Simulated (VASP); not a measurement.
Runs of VASP 6.6.1 on Au. The structure is that of space group Fm-3m (No. 225), or close to it. The cells are those of the table. 

| cell | gap on the mesh (eV) | pressure (GPa) |
| --- | --- | --- |
| a = 2.894, b = 2.894, c = 2.806 Å, angles 61.0, 61.0, 58.0°, 1 atom | none | 10.8 |
| a = 2.936 Å, angles 60.0°, 1 atom | none | -2.7 |
| a = 2.872, b = 2.872, c = 2.806 Å, angles 60.8, 60.8, 58.5°, 1 atom | none | 14.0 |
| a = 2.849 Å, angles 60.0°, 1 atom | none | (b) |
| a = 2.828, b = 2.828, c = 2.806 Å, angles 60.3, 60.3, 59.5°, 1 atom | none | 21.4 |
| a = 2.806 Å, angles 60.0°, 1 atom | none | (a) |
| a = 2.850, b = 2.850, c = 2.806 Å, angles 60.5, 60.5, 59.0°, 1 atom | none | 17.5 |
| a = 2.980 Å, angles 60.0°, 1 atom | none | -8.0 |
| a = 2.828, b = 2.828, c = 2.849 Å, angles 59.7, 59.7, 60.5°, 1 atom | none | 17.4 |

Alike in all rows: task single point; level r2SCAN; potentials or basis VASP PAW PBE potentials, release 64 (Au); no spin polarisation; k mesh 20 × 20 × 20; cutoff (eV) 520; smearing gaussian 0.15 eV.

Question: Fill in the values left out.

Answer: (a) 25.7; (b) 13.7.

Caveats: the PAW data sets were made with another functional, which shifts forces and pressure a little; spin-orbit coupling is left out, which moves the levels of the heavy elements; the cell stands under pressure (at least some runs); the cell stands under tension (at least some runs).

A k mesh can miss the band edges, and the runs leave out spin-orbit coupling on Au.

A gap of «none» marks levels without a gap at the run's occupations.
